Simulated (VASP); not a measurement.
# Si11O24 (a cell with a defect) in VASP: single point with PBE

Aim: the single point of Si11O24 (a cell with a defect) with PBE.

Program: VASP 6.6.1. These are calculated values, not measurements. Logs are shortened: lines on timing, memory, paths and dates and some standing lists are left out, and cuts for length are marked.

**1. The cell of the first run**

The cell holds a defect, 35 atoms: a = 8.939 Å, b = 8.939 Å, c = 8.939 Å, α = 90.00°, β = 90.00°, γ = 90.00°.

**2. Single point, PBE**

INCAR reads:

```
SYSTEM = Si11O24
  PREC = Accurate
  ENCUT = 520
  EDIFF = 1E-6
  ISMEAR = -1
  SIGMA = 0.05
  LREAL = Auto
  LASPH = .True.
  NELM = 100
  ALGO = Normal
  ISIF = 2
  LWAVE = .False.
  LCHARG = .False.
  GGA = PE
  NBANDS = 117
```

KPOINTS reads:

```
Automatic mesh
0
Gamma
  2 2 2
  0 0 0
```

POSCAR reads:

```
Si11O24
1.0
    8.9392390000      0.0000000000      0.0000000000
    0.0000000000      8.9392390000      0.0000000000
    0.0000000000      0.0000000000      8.9392390000
Si O
11 24
Direct
    0.2429450650      0.4742779559     -0.0179218835
    0.4839284418     -0.0049418077      0.2764775615
    0.0007788135      0.4900787416      0.2377484258
    0.5132586790      0.2483733794      0.0127736824
   -0.0379074774      0.2481688878      0.4905853843
    0.7538666323     -0.0253407477      0.5032318747
    0.7421327475      0.5308672248     -0.0034450360
   -0.0137328245      0.5130349463      0.7348153461
    0.5292384508     -0.0031745432      0.7617167412
    0.0374988296      0.7544303268      0.4811071725
    0.4684056439      0.7569238276      0.0093589622
    0.1319068659      0.4721078606      0.8387709513
    0.1026135446      0.1402482918      0.5256021234
    0.1874717747      0.8506982529      0.4527554303
    0.3944251854      0.0933694691      0.4921159396
    0.1484153181      0.4628223946      0.1351310777
    0.5538609047      0.1381835747      0.8718706369
   -0.0331968974      0.3374906969      0.3298360185
    0.8061841729      0.1470606167      0.4833138481
    0.4379145697      0.8575521921      0.1640915966
    0.5049810168      0.1485865855      0.1738343723
    0.3536045965      0.3275490229     -0.0226897390
    0.8576886690      0.5340759991      0.1340146516
    0.6205999191     -0.0623378567      0.3778332809
    0.6327723199      0.6786671662      0.0125318274
    0.6421960527      0.3766540977      0.0129169832
    0.8359970015      0.5398877913      0.8398276408
    0.6826871952     -0.0444700047      0.6750934839
    0.0316248397      0.6289791558      0.3470108585
    0.4602341430      0.8654287015      0.8634670132
    0.3419191499      0.6294851273     -0.0126146085
   -0.0534708827      0.3749536174      0.6231368241
    0.0277172363      0.6631072287      0.6413955371
    0.8827138417      0.8566659869      0.4715082570
    0.4002736698      0.0044121205      0.6169595645
```

Potentials or basis: VASP PAW PBE potentials, release 64 (Si, O).

Command:

```bash
> cat potpaw_PBE.64/Si/POTCAR potpaw_PBE.64/O/POTCAR > POTCAR
> mpirun -np 1 vasp_std > vasp.out
```

OUTCAR:

```text
SYSTEM = Si11O24
   PREC = Accurate
   ENCUT = 520
   EDIFF = 1E-6
   ISMEAR = -1
   LREAL = Auto
   LASPH = .True.
   NELM = 100
   ISIF = 2
   GGA = PE

 ion  position               nearest neighbor table
   1  0.243  0.474  0.982-  16 1.61  12 1.62  22 1.64  31 1.65
   2  0.484  0.995  0.276-  24 1.61  20 1.64  21 1.66  15 2.26
   3  0.001  0.490  0.238-  29 1.60  18 1.62  16 1.63  23 1.63   5 3.15
   4  0.513  0.248  0.013-  22 1.62  26 1.63  17 1.64  21 1.70
   5  0.962  0.248  0.491-  13 1.61  18 1.64  32 1.65  19 1.66   6 3.07   3 3.15
   6  0.754  0.975  0.503-  34 1.59  19 1.62  24 1.67  28 1.67   9 3.07   5 3.07
   7  0.742  0.531  0.997-  23 1.61  27 1.64  26 1.65  25 1.65
   8  0.986  0.513  0.735-  33 1.62  32 1.63  12 1.64  27 1.66
   9  0.529  0.997  0.762-  30 1.61  17 1.62  28 1.62  35 1.73   6 3.07  11 3.13
  10  0.037  0.754  0.481-  14 1.61  29 1.64  33 1.65  34 1.66
  11  0.468  0.757  0.009-  31 1.62  30 1.63  25 1.63  20 1.67   9 3.13
  12  0.132  0.472  0.839-   1 1.62   8 1.64
  13  0.103  0.140  0.526-   5 1.61
  14  0.187  0.851  0.453-  10 1.61
  15  0.394  0.093  0.492-  35 1.37   2 2.26
  16  0.148  0.463  0.135-   1 1.61   3 1.63
  17  0.554  0.138  0.872-   9 1.62   4 1.64
  18  0.967  0.337  0.330-   3 1.62   5 1.64
  19  0.806  0.147  0.483-   6 1.62   5 1.66
  20  0.438  0.858  0.164-   2 1.64  11 1.67
[... 13 lines left out ...]
  34  0.883  0.857  0.472-   6 1.59  10 1.66
  35  0.400  0.004  0.617-  15 1.37   9 1.73

  LATTYP: Found a simple cubic cell.
 ALAT       =     8.9392390000

  Lattice vectors:

 A1 = (   8.9392390000,   0.0000000000,   0.0000000000)
 A2 = (   0.0000000000,   8.9392390000,   0.0000000000)
 A3 = (   0.0000000000,   0.0000000000,   8.9392390000)

Analysis of symmetry for initial positions (statically):
=====================================================================
 Subroutine PRICEL returns:
 Original cell was already a primitive cell.

 Routine SETGRP: Setting up the symmetry group for a
 simple cubic supercell.

 Subroutine GETGRP returns: Found  1 space group operations
 (whereof  1 operations were pure point group operations)
 out of a pool of 48 trial point group operations.

The static configuration has the point symmetry C_1 .

Analysis of symmetry for dynamics (positions and initial velocities):
=====================================================================
 Subroutine PRICEL returns:
 Original cell was already a primitive cell.

 Routine SETGRP: Setting up the symmetry group for a
 simple cubic supercell.

 Subroutine GETGRP returns: Found  1 space group operations
 (whereof  1 operations were pure point group operations)
 out of a pool of 48 trial point group operations.

The dynamic configuration has the point symmetry C_1 .

 Subroutine INISYM returns: Found  1 space group operations
 (whereof  1 operations are pure point group operations),
 and found     1 'primitive' translations

----------------------------------------------------------------------------------------

                                     Primitive cell

  volume of cell :     714.3345

  direct lattice vectors                    reciprocal lattice vectors
     8.939239000  0.000000000  0.000000000     0.111866346  0.000000000  0.000000000
     0.000000000  8.939239000  0.000000000     0.000000000  0.111866346  0.000000000
     0.000000000  0.000000000  8.939239000     0.000000000  0.000000000  0.111866346

  length of vectors
     8.939239000  8.939239000  8.939239000     0.111866346  0.111866346  0.111866346

  position of ions in fractional coordinates (direct lattice)
     0.242945065  0.474277956  0.982078116
     0.483928442  0.995058192  0.276477562
     0.000778813  0.490078742  0.237748426
     0.513258679  0.248373379  0.012773682
     0.962092523  0.248168888  0.490585384
     0.753866632  0.974659252  0.503231875
[... 27 lines left out ...]
     0.882713842  0.856665987  0.471508257
     0.400273670  0.004412120  0.616959565

  ion indices of the primitive-cell ions
   primitive index   ion index
                 1           1
                 2           2
                 3           3
                 4           4
                 5           5
                 6           6
[... 27 lines left out ...]
                34          34
                35          35

----------------------------------------------------------------------------------------

 KPOINTS: Automatic mesh

Automatic generation of k-mesh.
 Grid dimensions read from file:
 generate k-points for:    2    2    2

 Generating k-lattice:

  Cartesian coordinates                     Fractional coordinates (reciprocal lattice)
     0.055933173  0.000000000  0.000000000     0.500000000  0.000000000  0.000000000
     0.000000000  0.055933173  0.000000000     0.000000000  0.500000000  0.000000000
     0.000000000  0.000000000  0.055933173     0.000000000  0.000000000  0.500000000

  Length of vectors
     0.055933173  0.055933173  0.055933173

  Shift w.r.t. Gamma in fractional coordinates (k-lattice)
     0.000000000  0.000000000  0.000000000

 Subroutine IBZKPT returns following result:
 ===========================================

 Found      8 irreducible k-points:

 Following reciprocal coordinates:
            Coordinates               Weight
  0.000000  0.000000  0.000000      1.000000
  0.500000  0.000000  0.000000      1.000000
  0.000000  0.500000  0.000000      1.000000
  0.000000  0.000000  0.500000      1.000000
  0.500000  0.500000  0.000000      1.000000
  0.000000  0.500000  0.500000      1.000000
  0.500000  0.000000  0.500000      1.000000
  0.500000  0.500000  0.500000      1.000000
   k-points           NKPTS =      8   k-points in BZ     NKDIM =      8   number of bands    NBANDS=    117
   number of dos      NEDOS =    301   number of ions     NIONS =     35
   total plane-waves  NPLWV = 343000
   dimension x,y,z NGX =    70 NGY =   70 NGZ =   70
   dimension x,y,z NGXF=   140 NGYF=  140 NGZF=  140
   ions per type =              11  24
   NGX,Y,Z   is equivalent  to a cutoff of  13.02, 13.02, 13.02 a.u.
   NGXF,Y,Z  is equivalent  to a cutoff of  26.04, 26.04, 26.04 a.u.
 SYSTEM =  Si11O24
   PREC   = accura    normal or accurate (medium, high low for compatibility)
   ISTART =      0    job   : 0-new  1-cont  2-samecut
   ICHARG =      2    charge: 1-file 2-atom 10-const
   ISPIN  =      1    spin polarized calculation?
   LNONCOLLINEAR =      F non collinear calculations
   LSORBIT =      F    spin-orbit coupling
   LASPH  =      T    aspherical Exc in radial PAW
   ENCUT  =  520.0 eV  38.22 Ry    6.18 a.u.  16.62 16.62 16.62*2*pi/ulx,y,z
   NELM   =    100;   NELMIN=  2; NELMDL= -5     # of ELM steps
   EDIFF  = 0.1E-05   stopping-criterion for ELM
   LREAL  =      T    real-space projection
   EDIFFG = 0.1E-04   stopping-criterion for IOM
   NSW    =      0    number of steps for IOM
   IBRION =     -1    ionic relax: 0-MD 1-quasi-New 2-CG
   NFREE  =      0    steps in history (QN), initial steepest desc. (CG)
   ISIF   =      2    stress and relaxation
   ISYM   =      2    0-nonsym 1-usesym 2-fastsym
   POTIM  = 0.5000    time-step for ionic-motion
   TEBEG  =    0.0;   TEEND  =   0.0 temperature during run
   PSTRESS=    0.0 pullay stress
   NELECT =     188.0000    total number of electrons
   NUPDOWN=      -1.0000    fix difference up-down
   EMIN   =  10.00;   EMAX   =-10.00  energy-range for DOS
   EFERMI =   0.00;   METHOD = LEGACY
   ISMEAR =    -1;   SIGMA  =   0.05  broadening in eV -4-tet -1-fermi 0-gaus
   EFERMI_NEDOS =   21; number of points for ismear=-14 and -15
   IALGO  =     38    algorithm
   IMIX   =      4    mixing-type and parameters
     AMIX     =   0.40;   BMIX     =  1.00
     AMIX_MAG =   1.60;   BMIX_MAG =  1.00
  volume/ion in A,a.u.               =      20.41       137.73
  Fermi-wavevector in a.u.,A,eV,Ry     =   1.049124  1.982557 14.975410  1.100662
  Thomas-Fermi vector in A             =   2.184074
   LORBIT       =      0    0 simple, 1 ext, 2 COOP (PROOUT), +10 PAW based schemes
   GGA     = PE    functional components
   LHFCALC =     F    Hartree Fock is set to
   AEXX    =    0.0000 exact exchange contribution
   IVDW    =     0    specifies the selected vdW correction
   LEPSILON=     F    determine dielectric tensor
   LRPA    =     F    only Hartree local field effects (RPA)
 non-spin polarized calculation
  energy-cutoff  :      520.00
  volume of cell :      714.33
 maximum number of plane-waves:     19309
 NGX is ok and might be reduce to    70
   NGX = 33   NGY = 33   NGZ = 33

 number of electron     188.0000005 magnetization

 Free energy of the ion-electron system (eV)
  ---------------------------------------------------
  ext. energy  EPLUGINS =         0.00000000
  ---------------------------------------------------
  free energy    TOTEN  =      -262.40577003 eV

  energy without entropy =     -262.24865821  energy(sigma->0) =     -262.32721412

 E-fermi :  -1.2787     XC(G=0):  -6.6183

 val. band max:       -1.2846233652   @ k =   0.0000   0.5000   0.5000
 cond. band min:      -1.2752646324   @ k =   0.5000   0.5000   0.5000
 fundamental gap:      0.0093587329
 Fermi energy:        -1.2786673180

 k-point     1 :       0.0000    0.0000    0.0000
  band No.  band energies     occupation
      1     -23.9255      2.00000
      2     -21.6239      2.00000
      3     -21.1722      2.00000
      4     -21.0704      2.00000
      5     -20.9641      2.00000
      6     -20.9201      2.00000
[... 98 lines left out ...]
    105       5.8466      0.00000
    106       6.1860      0.00000

 k-point     2 :       0.5000    0.0000    0.0000
  band No.  band energies     occupation
      1     -23.9254      2.00000
      2     -21.5994      2.00000
      3     -21.2069      2.00000
      4     -21.0884      2.00000
      5     -20.9659      2.00000
      6     -20.9255      2.00000
[... 646 lines left out ...]
 k-point     8 :       0.5000    0.5000    0.5000
  band No.  band energies     occupation
      1     -23.9249      2.00000
      2     -21.4731      2.00000
      3     -21.3005      2.00000
      4     -21.2555      2.00000
      5     -21.0774      2.00000
      6     -20.8150      2.00000
[... 98 lines left out ...]
    105       5.7659      0.00000
    106       6.0762      0.00000
 [bands above 106 left out]

------------------------ aborting loop because EDIFF is reached ----------------------------------------

  FORCE on cell =-STRESS in cart. coord.  units (eV):
  Direction    XX          YY          ZZ          XY          YZ          ZX
  --------------------------------------------------------------------------------------
  -------------------------------------------------------------------------------------
  Total       -6.5939556    -10.9842531    -19.4462446      0.1073781      0.7494235      2.7186327
  in kB      -14.7895498    -24.6365260    -43.6158842      0.2408378      1.6808782      6.0976076
  external PRESSURE =     -27.6806533 kB  Pullay stress =       0.0000000 kB

 VOLUME and BASIS-vectors are now :
 -----------------------------------------------------------------------------
  energy-cutoff  :      520.00
  volume of cell :      714.33
      direct lattice vectors                 reciprocal lattice vectors
     8.939239000  0.000000000  0.000000000     0.111866346  0.000000000  0.000000000
     0.000000000  8.939239000  0.000000000     0.000000000  0.111866346  0.000000000
     0.000000000  0.000000000  8.939239000     0.000000000  0.000000000  0.111866346

 POSITION                                       TOTAL-FORCE (eV/Angst)
 -----------------------------------------------------------------------------------
      2.17174      4.23968      8.77903         0.273446      0.175980      0.112009
      4.32595      8.89506      2.47150         0.162081      0.504735     -0.031763
      0.00696      4.38093      2.12529        -0.061590     -0.075049     -0.081342
      4.58814      2.22027      0.11419        -0.057365      0.026534     -0.016081
      8.60037      2.21844      4.38546        -0.165737      0.159064     -0.176200
      6.73899      8.71271      4.49851        -0.551222      0.192699      0.293210
[... 27 lines left out ...]
      7.89079      7.65794      4.21492         0.557392     -0.671338      0.091394
      3.57814      0.03944      5.51515        -0.242193     -0.351547     -0.063459
 -----------------------------------------------------------------------------------
    total drift:                                0.005512      0.011027     -0.000464

  FREE ENERGIE OF THE ION-ELECTRON SYSTEM (eV)
  ---------------------------------------------------
  free  energy   TOTEN  =      -262.4057700276 eV

  energy  without entropy=     -262.2486582098  energy(sigma->0) =     -262.32721412
```

Wall time 35 min (1 thread of Oxide Virtual Turin-like, shared host); peak memory 0.86 GiB.

Results:

* Free energy: -262.4058 eV
* Pressure: -2.8 GPa
* Largest force: 1.135 eV/Å
* Band gap on the k mesh: zero (filled and empty bands touch)

Forces in eV/Å, atoms in the order of the input:
```
Si   0.273  0.176  0.112
Si   0.162  0.505 -0.032
Si  -0.062 -0.075 -0.081
Si  -0.057  0.027 -0.016
Si  -0.166  0.159 -0.176
Si  -0.551  0.193  0.293
Si  -0.219 -0.022 -0.069
Si  -0.160 -0.101  0.196
Si  -0.176  0.183 -0.442
Si  -0.296 -0.043 -0.160
Si  -0.136 -0.266  0.186
O   -0.067  0.003 -0.047
O    0.322 -0.138  0.114
O   -0.128  0.099  0.100
O    0.589  0.054 -0.968
O   -0.192 -0.048  0.153
O   -0.121  0.221  0.045
O   -0.008 -0.077  0.087
O    0.163  0.204  0.075
O   -0.047  0.173  0.049
O   -0.130 -0.191  0.076
O   -0.119  0.121  0.111
O    0.240 -0.083  0.277
O    0.471  0.217  0.147
O    0.185 -0.275  0.050
O    0.087  0.031  0.157
O    0.067 -0.086 -0.021
O    0.337 -0.018 -0.678
O   -0.101  0.342  0.443
O   -0.079 -0.102 -0.106
O   -0.262 -0.252  0.080
O   -0.034 -0.034  0.066
O   -0.101  0.128 -0.049
O    0.557 -0.671  0.091
O   -0.242 -0.352 -0.063
```

Levels at points of the mesh, in eV from the Fermi level:
```tsv
k point	band 91	band 92	band 93	band 94	band 95	band 96	band 97	band 98
(0.00, 0.00, 0.00)	-0.60	-0.44	-0.11	-0.02	0.02	2.72	4.58	5.28
(0.50, 0.00, 0.00)	-0.56	-0.46	-0.11	-0.04	0.01	2.77	4.87	5.29
(0.00, 0.50, 0.00)	-0.58	-0.44	-0.16	-0.02	0.03	2.77	4.87	5.14
(0.00, 0.00, 0.50)	-0.60	-0.43	-0.11	-0.03	0.02	2.63	4.97	5.39
(0.50, 0.50, 0.00)	-0.54	-0.46	-0.17	-0.01	-0.01	2.80	5.01	5.47
(0.00, 0.50, 0.50)	-0.58	-0.45	-0.16	-0.01	0.02	2.67	5.20	5.36
(0.50, 0.00, 0.50)	-0.56	-0.45	-0.12	-0.06	0.01	2.66	5.21	5.59
(0.50, 0.50, 0.50)	-0.54	-0.46	-0.17	-0.03	0.00	2.70	5.28	5.72
```
